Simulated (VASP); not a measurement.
# TiNi (Pm-3m) in VASP: further runs

Runs on TiNi. Level: PBEsol. Tasks: single point.

All numbers are computed with VASP 6.6.1; they aren't measurements. Logs are shortened: lines on timing, memory, paths and dates and some standing lists are left out, and cuts for length are marked.

## 1. The cell of the first run

It takes space group Pm-3m (No. 221, cubic). Conventional cell: a = 2.910 Å, b = 2.910 Å, c = 2.910 Å, α = 90.00°, β = 90.00°, γ = 90.00°. Ti (site symmetry m-3m) has 8 Ni at 2.52 Å and 6 Ti at 2.91 Å within 3.3 Å. Within 3.3 Å of Ni (site symmetry m-3m) lie 8 Ti at 2.52 Å and 6 Ni at 2.91 Å.

## 2. Single point, PBEsol (volume scaled by 0.94)

INCAR

```
  ALGO = Normal
  EDIFF = 1E-6
  ENCUT = 520
  GGA = PS
  ISIF = 2
  ISMEAR = 0
  LASPH = T
  LCHARG = T
  LELF = T
  LREAL = F
  LVHAR = T
  LWAVE = F
  NBANDS = 18
  NELM = 100
  PREC = Accurate
  SIGMA = 0.1
```

KPOINTS

```
k-points
0
Gamma
  14 14 14
```

POSCAR

```
TiNi
1.0
    2.9102197343      0.0000000000      0.0000000000
    0.0000000000      2.9102197343      0.0000000000
    0.0000000000      0.0000000000      2.9102197343
Ti Ni
1 1
Direct
    0.5000000000      0.5000000000      0.5000000000
    0.0000000000      0.0000000000      0.0000000000
```

Potentials or basis: VASP PAW PBE potentials, release 64 (Ti_sv, Ni).

Launch:

```
$ cat potpaw_PBE.64/Ti_sv/POTCAR potpaw_PBE.64/Ni/POTCAR > POTCAR
$ mpirun -np 1 vasp_std > vasp.out
```

OUTCAR:

```text
EDIFF = 1E-6
   ENCUT = 520
   GGA = PS
   ISIF = 2
   ISMEAR = 0
   LASPH = T
   LREAL = F
   NELM = 100
   PREC = Accurate

 ion  position               nearest neighbor table
   1  0.500  0.500  0.500-   2 2.52   2 2.52   2 2.52   2 2.52   2 2.52   2 2.52   2 2.52   2 2.52

   2  0.000  0.000  0.000-   1 2.52   1 2.52   1 2.52   1 2.52   1 2.52   1 2.52   1 2.52   1 2.52

  LATTYP: Found a simple cubic cell.
 ALAT       =     2.9102197343

  Lattice vectors:

 A1 = (   2.9102197343,   0.0000000000,   0.0000000000)
 A2 = (   0.0000000000,   2.9102197343,   0.0000000000)
 A3 = (   0.0000000000,   0.0000000000,   2.9102197343)

Analysis of symmetry for initial positions (statically):
=====================================================================
 Subroutine PRICEL returns:
 Original cell was already a primitive cell.

 Routine SETGRP: Setting up the symmetry group for a
 simple cubic supercell.

 Subroutine GETGRP returns: Found 48 space group operations
 (whereof 48 operations were pure point group operations)
 out of a pool of 48 trial point group operations.

The static configuration has the point symmetry O_h .

Analysis of symmetry for dynamics (positions and initial velocities):
=====================================================================
 Subroutine PRICEL returns:
 Original cell was already a primitive cell.

 Routine SETGRP: Setting up the symmetry group for a
 simple cubic supercell.

 Subroutine GETGRP returns: Found 48 space group operations
 (whereof 48 operations were pure point group operations)
 out of a pool of 48 trial point group operations.

The dynamic configuration has the point symmetry O_h .

 Subroutine INISYM returns: Found 48 space group operations
 (whereof 48 operations are pure point group operations),
 and found     1 'primitive' translations

----------------------------------------------------------------------------------------

                                     Primitive cell

  volume of cell :      24.6478

  direct lattice vectors                    reciprocal lattice vectors
     2.910219734  0.000000000  0.000000000     0.343616665  0.000000000  0.000000000
     0.000000000  2.910219734  0.000000000     0.000000000  0.343616665  0.000000000
     0.000000000  0.000000000  2.910219734     0.000000000  0.000000000  0.343616665

  length of vectors
     2.910219734  2.910219734  2.910219734     0.343616665  0.343616665  0.343616665

  position of ions in fractional coordinates (direct lattice)
[... 72 lines left out ...]
   ICHARG =      2    charge: 1-file 2-atom 10-const
   ISPIN  =      1    spin polarized calculation?
   LNONCOLLINEAR =      F non collinear calculations
   LSORBIT =      F    spin-orbit coupling
   LASPH  =      T    aspherical Exc in radial PAW
   ENCUT  =  520.0 eV  38.22 Ry    6.18 a.u.   5.41  5.41  5.41*2*pi/ulx,y,z
   NELM   =    100;   NELMIN=  2; NELMDL= -5     # of ELM steps
   EDIFF  = 0.1E-05   stopping-criterion for ELM
   LREAL  =      F    real-space projection
   EDIFFG = 0.1E-04   stopping-criterion for IOM
   NSW    =      0    number of steps for IOM
   IBRION =     -1    ionic relax: 0-MD 1-quasi-New 2-CG
   NFREE  =      0    steps in history (QN), initial steepest desc. (CG)
   ISIF   =      2    stress and relaxation
   ISYM   =      2    0-nonsym 1-usesym 2-fastsym
   POTIM  = 0.5000    time-step for ionic-motion
   TEBEG  =    0.0;   TEEND  =   0.0 temperature during run
   PSTRESS=    0.0 pullay stress
   NELECT =      22.0000    total number of electrons
   NUPDOWN=      -1.0000    fix difference up-down
   EMIN   =  10.00;   EMAX   =-10.00  energy-range for DOS
   EFERMI =   0.00;   METHOD = LEGACY
   ISMEAR =     0;   SIGMA  =   0.10  broadening in eV -4-tet -1-fermi 0-gaus
   EFERMI_NEDOS =   21; number of points for ismear=-14 and -15
   IALGO  =     38    algorithm
   IMIX   =      4    mixing-type and parameters
     AMIX     =   0.40;   BMIX     =  1.00
     AMIX_MAG =   1.60;   BMIX_MAG =  1.00
  volume/ion in A,a.u.               =      12.32        83.17
  Fermi-wavevector in a.u.,A,eV,Ry     =   1.576243  2.978668 33.804263  2.484543
  Thomas-Fermi vector in A             =   2.677106
   LORBIT       =      0    0 simple, 1 ext, 2 COOP (PROOUT), +10 PAW based schemes
   GGA     = PS    functional components
   LHFCALC =     F    Hartree Fock is set to
   AEXX    =    0.0000 exact exchange contribution
   IVDW    =     0    specifies the selected vdW correction
   LEPSILON=     F    determine dielectric tensor
   LRPA    =     F    only Hartree local field effects (RPA)
 non-spin polarized calculation
 Gauss-broadening in eV      SIGMA  =   0.10
  energy-cutoff  :      520.00
  volume of cell :       24.65
 maximum number of plane-waves:       691
 NGX is ok and might be reduce to    24
   NGX = 11   NGY = 11   NGZ = 11

 number of electron      22.0000014 magnetization

 Free energy of the ion-electron system (eV)
  ---------------------------------------------------
  ext. energy  EPLUGINS =         0.00000000
  ---------------------------------------------------
  free energy    TOTEN  =       -15.15360581 eV

  energy without entropy =      -15.13923609  energy(sigma->0) =      -15.14642095

 E-fermi :  10.5156     XC(G=0): -13.0979

 val. band max:       10.5105917017   @ k =   0.3571   0.0714   0.0714
 cond. band min:      10.5242768558   @ k =   0.5000   0.1429   0.1429
 fundamental gap:      0.0136851541
 Fermi energy:        10.5155908286

 k-point     1 :       0.0000    0.0000    0.0000
  band No.  band energies     occupation
      1     -46.2782      2.00000
      2     -22.4455      2.00000
      3     -22.4455      2.00000
      4     -22.4455      2.00000
      5       2.3287      2.00000
      6       6.1709      2.00000
[... 481 lines left out ...]
      5       5.2140      2.00000
      6       6.7659      2.00000
[... 10 lines left out ...]
     17      20.4763      0.00000
     18      24.6597      0.00000

 [... further k-points ...]
[... 5 lines left out ...]
  --------------------------------------------------------------------------------------
  -------------------------------------------------------------------------------------
  Total        1.8440543      1.8440543      1.8440543     -0.0000000     -0.0000000      0.0000000
  in kB      119.8690192    119.8690192    119.8690192     -0.0000000     -0.0000000      0.0000000
  external PRESSURE =     119.8690192 kB  Pullay stress =       0.0000000 kB

 VOLUME and BASIS-vectors are now :
 -----------------------------------------------------------------------------
  energy-cutoff  :      520.00
  volume of cell :       24.65
      direct lattice vectors                 reciprocal lattice vectors
     2.910219734  0.000000000  0.000000000     0.343616665  0.000000000  0.000000000
     0.000000000  2.910219734  0.000000000     0.000000000  0.343616665  0.000000000
     0.000000000  0.000000000  2.910219734     0.000000000  0.000000000  0.343616665

 POSITION                                       TOTAL-FORCE (eV/Angst)
 -----------------------------------------------------------------------------------
      1.45511      1.45511      1.45511         0.000000      0.000000      0.000000
      0.00000      0.00000      0.00000         0.000000      0.000000      0.000000
 -----------------------------------------------------------------------------------
    total drift:                                0.000000      0.000000     -0.000000

  FREE ENERGIE OF THE ION-ELECTRON SYSTEM (eV)
  ---------------------------------------------------
  free  energy   TOTEN  =       -15.1536058104 eV

  energy  without entropy=      -15.1392360943  energy(sigma->0) =      -15.14642095
```

Run time: 18 s. Hardware: 1 thread of Intel Xeon 6975P-C (Granite Rapids), shared host; peak memory 0.17 GiB.

Results:

```yaml
Free_energy: -15.1536 eV
Pressure: 12.0 GPa
Band_gap_on_the_k_mesh: zero (band 11 reaches 11.11 eV, above the bottom of band 12 at 9.14 eV)
```

Levels at points of the mesh, in eV from the Fermi level:
```
           k point  band 9  band 10  band 11  band 12  band 13  band 14
(0.00, 0.00, 0.00)   -2.19    -2.19     0.49     0.49     2.90     2.90
(0.50, 0.00, 0.00)   -2.30    -1.85    -0.88    -0.58     0.68     0.68
(0.50, 0.50, 0.00)   -1.40    -0.78     0.59     0.59     1.01     2.56
(0.50, 0.50, 0.50)   -2.41    -2.41    -1.37    -1.37     3.50     3.50
```

Caveat: the PAW data sets were made with another functional, which shifts forces and pressure a little.

[end of part 1 of 3]
